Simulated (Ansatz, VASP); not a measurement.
## Cu: VASP beside Ansatz

Contents of INCAR:

```
PREC = Accurate
ENCUT = 520
EDIFF = 1E-6
ISMEAR = 0
SIGMA = 0.15
LREAL = False
LASPH = True
NELM = 80
ALGO = Normal
ISIF = 2
LWAVE = False
LCHARG = False
GGA = PE
NBANDS = 12
```

KPOINTS

```
regular mesh
0
Gamma
  22 22 22
```

POSCAR

```
Cu
1.0
    0.0000000000      1.7532750000      1.8075000000
    1.7532750000      0.0000000000      1.8075000000
    1.7532750000      1.7532750000      0.0000000000
Cu
1
Direct
    0.0000000000      0.0000000000      0.0000000000
```

Input for Ansatz:

```yaml
crystal:
  lattice:
    - [0.0, 1.753275, 1.8075]
    - [1.753275, 0.0, 1.8075]
    - [1.753275, 1.753275, 0.0]
  atoms:
    - { symbol: Cu, position: [0.0, 0.0, 0.0] }
basis:
  ecutwfc: 420
kpoints:
  mp_grid: { grid: [22, 22, 22] }
hamiltonian:
  xc: pbe
scf:
  occupations: { method: gaussian, width: 0.15 }
output:
  forces: true
  stress: true
  eigenvalues: true
```

Change from the starting cell: strain -0.030 along x and y, +0.000 along z, atoms carried along.

Alike in both runs: task single point; functional PBE; k mesh 22 × 22 × 22; occupations gaussian, width 0.15 eV; no spin polarisation.

|  | VASP | Ansatz |
| --- | --- | --- |
| version | VASP 6.6.1 | Ansatz 0.2.0 |
| potentials or method | VASP PAW PBE potentials, release 64 (Cu), cutoff 520 eV | scalar-relativistic, plane waves, PAW |
| valence electrons in the cell | 11 | 19 |

|  | VASP | Ansatz | Ansatz less VASP |
| --- | --- | --- | --- |
| gap on the k mesh at the Fermi level (eV) | none | none | - |
| pressure (GPa) | 13.0 | 12.4 | -0.55 |
| traceless stress, the component that is largest in VASP (GPa) | -1.56 | -1.54 | +0.019 |

A gap of «none» marks a metal or a gap that the smearing closes. VASP's potentials hold 11 valence electrons a cell and Ansatz's 19, so a difference there can come from the potentials and not from the codes.
